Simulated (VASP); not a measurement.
Write the native input for VASP 6.6.1 that does the following.

* Task: single point
* Functional: PBE
* Potentials or basis: VASP PAW PBE potentials, release 64 (La, Ta_pv, O)
* Cutoff: 600 eV
* k mesh: 3 × 3 × 4
* Occupations: gaussian, width 0.1 eV
* Spin: collinear spin
* Starting moments: [0.0, 0.0, 0.0, 0.0, 1.0, 0.0] μB
* Dipole correction: no
* Further INCAR settings: ALGO = Normal; EDIFF = 1e-06; NBANDS = 44

The structure of La4TaO lies in POSCAR:

```
La4TaO
1.0
    6.1397897800      0.0000000000      0.0000000000
   -3.0698948900      5.3172139300      0.0000000000
    0.0000000000      0.0000000000      4.4908674800
La Ta O
4 1 1
Direct
    0.0000000000      0.0000000000      0.0000000000
    0.3334793300      0.1667396700      0.5000000000
    0.8332603300      0.1667396700      0.5000000000
    0.8332603300      0.6665206700      0.5000000000
    0.6666666700      0.3333333300      0.0000000000
    0.3333333300      0.6666666700      0.0000000000
```

The cell was generated, and may not be a known phase.

One way to write it, as run:

INCAR

```
PREC     = Accurate       # precision mode
ENCUT    = 600            # plane-wave cutoff, eV
EDIFF    = 1E-6           # SCF threshold, eV
ISMEAR   = 0              # smearing method
SIGMA    = 0.1            # smearing width, eV
LREAL    = F              # projectors in reciprocal space
LASPH    = T              # aspherical terms in the spheres
NELM     = 200            # most SCF steps
ALGO     = Normal         # electronic algorithm
ISIF     = 2              # what is computed and relaxed
LWAVE    = F              # write WAVECAR
LCHARG   = F              # write CHGCAR
ISPIN    = 2              # spin polarisation
MAGMOM   = 0 0 0 0 1 0    # initial moments
LORBIT   = 11             # projections on sites
LMAXMIX  = 6              # l up to which the mixer works
GGA      = PE             # functional
NBANDS   = 44             # bands
GGA_COMPAT= F
```

KPOINTS

```
Automatic mesh
0
Gamma
  3 3 4
```

Potentials or basis: VASP PAW PBE potentials, release 64 (La, Ta_pv, O).

Launch:

```sh
$ cat potpaw_PBE.64/La/POTCAR potpaw_PBE.64/Ta_pv/POTCAR potpaw_PBE.64/O/POTCAR > POTCAR
$ mpirun -np 1 vasp_std > vasp.out
```

Results of the run:

```json
{
 "Pressure": "14.2 GPa",
 "Largest force": "1.308 eV/Å",
 "Net moment": "0.01 μB per cell",
 "Valence electrons inside the program's atomic spheres": "La 9.35, 9.29 (each value once); Ta 9.11; O 4.70"
}
```

Caveat: the k points lie up to 0.39 Å⁻¹ apart; forces of over 1 eV/Å act on the atoms, so gaps and moduli don't describe the material at rest.

Run time: 4.6 min on 1 thread of Oxide Virtual Turin-like Processor, with other jobs on the host, peak memory 0.38 GiB.
